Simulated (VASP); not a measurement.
A run of VASP 6.6.1:

The input POSCAR:

```
Au
1.0
   -1.6572690000      1.6572690000      1.6572690000
    1.6572690000     -1.6572690000      1.6572690000
    1.6572690000      1.6572690000     -1.6572690000
Au
1
Direct
    0.0000000000      0.0000000000      0.0000000000
```

File INCAR.step1:

```
SYSTEM = Au
PREC = Accurate
ENCUT = 520
EDIFF = 1E-5
ISMEAR = -1
SIGMA = 0.05
LREAL = .False.
LASPH = .True.
NELM = 60
ALGO = Normal
ISIF = 2
LWAVE = .True.
LCHARG = .False.
NBANDS = 12
GGA = PE
```

Contents of INCAR.step2:

```
SYSTEM = Au
PREC = Accurate
ENCUT = 520
EDIFF = 1E-6
ISMEAR = -1
SIGMA = 0.05
LREAL = .False.
LASPH = .True.
NELM = 60
ALGO = Normal
ISIF = 2
LWAVE = .False.
LCHARG = .False.
GGA = PS
LHFCALC = .True.
AEXX = 0.25
PRECFOCK = Normal
NBANDS = 12
ISTART = 1
```

KPOINTS

```
regular mesh
0
Gamma
  6 6 6
  0 0 0
```

Potentials or basis: VASP PAW PBE potentials, release 64 (Au).

Run with:

```sh
$ cat potpaw_PBE.64/Au/POTCAR > POTCAR
$ cp INCAR.step1 INCAR
$ mpirun -np 1 vasp_std > vasp.out
$ cp INCAR.step2 INCAR
$ mpirun -np 1 vasp_std > vasp.out
```

Hardware: 1 thread of Intel(R) Xeon(R) Platinum 8259CL CPU @ 2.50GHz (Skylake/Cascade Lake) (shared host).

Problem. How long does it take, and how much memory?

Solution. Run time: 11 min on 1 thread of Intel(R) Xeon(R) Platinum 8259CL CPU @ 2.50GHz (Skylake/Cascade Lake) (shared host), peak memory 0.16 GiB. Counts: k points 16.
